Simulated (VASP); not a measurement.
Input of a VASP 6.6.1 run:

INCAR

```
SYSTEM = BaTiO3
PREC     = Accurate       ! precision mode
ENCUT    = 1340           ! plane-wave cutoff, eV
EDIFF    = 1E-6           ! SCF threshold, eV
ISMEAR   = 0              ! smearing method
SIGMA    = 0.02           ! smearing width, eV
LREAL    = .False.        ! projectors in reciprocal space
LASPH    = .True.         ! aspherical terms in the spheres
NELM     = 200            ! most SCF steps
ALGO     = Normal         ! electronic algorithm
ISIF     = 2              ! what is computed and relaxed
LWAVE    = .False.        ! write WAVECAR
LCHARG   = .True.         ! write CHGCAR
LMAXMIX  = 4              ! l up to which the mixer works
LDAU     = .True.         ! DFT+U
LDAUTYPE = 2            
LDAUL    = -1 2 -1        ! shell
LDAUU    = 0 4 0          ! U, eV
LDAUJ    = 0 0 0        
LDAUPRINT= 1            
GGA      = PE             ! functional
LELF     = .True.         ! ELF
LVHAR    = .True.       
NBANDS   = 28             ! bands
GGA_COMPAT= .False.
```

Contents of KPOINTS:

```
Automatic mesh
0
Gamma
  6 6 6
  0 0 0
```

Contents of POSCAR:

```
BaTiO3
1.0
    2.9892485377      1.7258434479      2.4517903641
   -2.9892485377      1.7258434479      2.4517903641
    0.0000000000     -3.4516868959      2.4517903640
Ba Ti O
1 1 3
Direct
    0.0139316048      0.0139316048      0.0139316048
    0.5267947097      0.5267947097      0.5267947097
    0.4841135183      0.9621476492      0.4841135183
    0.4841135183      0.4841135183      0.9621476492
    0.9621476492      0.4841135183      0.4841135183
```

Potentials or basis: VASP PAW PBE potentials, release 64 (Ba_sv, Ti_sv, O_h).

The run is started by

```console
$ cat potpaw_PBE.64/Ba_sv/POTCAR potpaw_PBE.64/Ti_sv/POTCAR potpaw_PBE.64/O_h/POTCAR > POTCAR
$ mpirun -np 1 vasp_std > vasp.out
```

(1) Estimate the pressure.

(2) Estimate the band gap on the k mesh.

Results:

(1) -5.9 GPa.

(2) 3.20 eV (least direct gap 3.80 eV).

Caveat: the cell stands under tension; spin-orbit coupling is left out, which moves the levels of the heavy elements.
